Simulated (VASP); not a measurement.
**RbCaH3: single point with LDA**

The system is RbCaH3.

```
Rb Ca H
1.0
     4.20597    0.00000    0.00000
     0.00000    4.20597    0.00000
     0.00000    0.00000    4.54700
Rb Ca H
1 1 3
Direct
  0.00000 0.00000 0.00000
  0.50000 0.50000 0.50000
  0.00000 0.50000 0.50000
  0.50000 0.00000 0.50000
  0.50000 0.50000 0.00000
```

This cell differs from its parent crystal: strain -0.0750 x Voigt [1, 1, 0, 0, 0, 0].

| Quantity | Value |
| --- | --- |
| Program | VASP 6.6.1 |
| Task | single point |
| Functional | LDA |
| Potentials or basis | VASP PAW LDA potentials, release 64 (Rb_sv, Ca_sv, H) |
| Cutoff | 520 eV |
| k mesh | 6 × 6 × 6 |
| Occupations | gaussian, width 0.05 eV |
| Spin | no spin polarisation |
| Dipole correction | no |
| Further INCAR settings | ALGO = Normal; EDIFF = 1e-06; NBANDS = 19 |

```json
{
  "Pressure": "2.1 GPa",
  "Band gap on the k mesh": "2.64 eV"
}
```

Stress tensor (GPa, compression positive):
```
 3.69  0.00  0.00
 0.00  3.69  0.00
 0.00  0.00 -1.01
```

Levels at points of the mesh, in eV from the valence-band top:
| k point | band 9 | band 10 | band 11 | band 12 | band 13 | band 14 |
| --- | --- | --- | --- | --- | --- | --- |
| (0.00, 0.00, 0.00) | -3.35 | -0.88 | -0.84 | 5.90 | 5.90 | 6.26 |
| (0.50, 0.00, 0.00) | -1.70 | -0.93 | -0.47 | 5.26 | 5.41 | 5.56 |
| (0.50, 0.50, 0.00) | -1.49 | 0.00 | 0.00 | 2.64 | 4.36 | 4.36 |
| (0.00, 0.00, 0.50) | -1.99 | -1.16 | -0.62 | 5.44 | 5.70 | 5.70 |
| (0.50, 0.00, 0.50) | -1.71 | -0.11 | -0.08 | 2.68 | 4.85 | 4.90 |
| (0.50, 0.50, 0.50) | -0.56 | -0.36 | -0.36 | 4.01 | 4.33 | 4.33 |

It took 47 s on 1 thread of Intel(R) Xeon(R) Platinum 8259CL CPU @ 2.50GHz (Skylake/Cascade Lake), with other jobs on the host, peak memory 0.19 GiB.

Caveat: the cell differs from its parent crystal (strain -0.0750 x Voigt [1, 1, 0, 0, 0, 0]). A k mesh can miss the band edges.
